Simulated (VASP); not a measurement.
Wanted: the native input for a VASP 6.6.1 run.

```
Task                   : relaxation of the atoms
Functional             : LDA
Potentials or basis    : VASP PAW LDA potentials, release 64 (Al, N)
Cutoff                 : 520 eV
k mesh                 : 9 × 9 × 6
Occupations            : gaussian, width 0.05 eV
Spin                   : no spin polarisation
Dipole correction      : no
Further INCAR settings : ALGO = Normal; EDIFF = 1e-06; IBRION = 2; EDIFFG = -0.01; NSW = 50
```

The structure of AlN lies in POSCAR:

```
AlN
1.0
    3.0577000000      0.0000000000      0.0000000000
   -1.5288500000      2.6480458772      0.0000000000
    0.0000000000      0.0000000000      4.3504000000
Al N
2 2
Direct
    0.3333333333      0.6666666667      0.0015210172
    0.6666666667      0.3333333333      0.5015210172
    0.3333333333      0.6666666667      0.3834789828
    0.6666666667      0.3333333333      0.8834789828
```

One way to write it, as run:

INCAR

```
SYSTEM = AlN
PREC = Accurate
ENCUT = 520
EDIFF = 1E-6
ISMEAR = 0
SIGMA = 0.05
LREAL = .False.
LASPH = .True.
NELM = 100
ALGO = Normal
ISIF = 2
LWAVE = .False.
LCHARG = .False.
GGA = CA
IBRION = 2
NSW = 50
EDIFFG = -0.01
```

KPOINTS

```
Automatic mesh
0
Gamma
  9 9 6
  0 0 0
```

Potentials or basis: VASP PAW LDA potentials, release 64 (Al, N).

Launch:

```bash
$ cat potpaw_LDA.64/Al/POTCAR potpaw_LDA.64/N/POTCAR > POTCAR
$ mpirun -np 1 vasp_std > vasp.out
```

It gave:

- Energy gained by relaxing: 145.1 meV/atom
- Ionic steps: 19
- Pressure after relaxing: 35.6 GPa
- Band gap on the k mesh: 4.67 eV, indirect (least direct gap 4.75 eV)

Run time: 46 s on 1 thread of Intel Xeon 6975P-C, with other jobs on the host, peak memory 0.14 GiB.
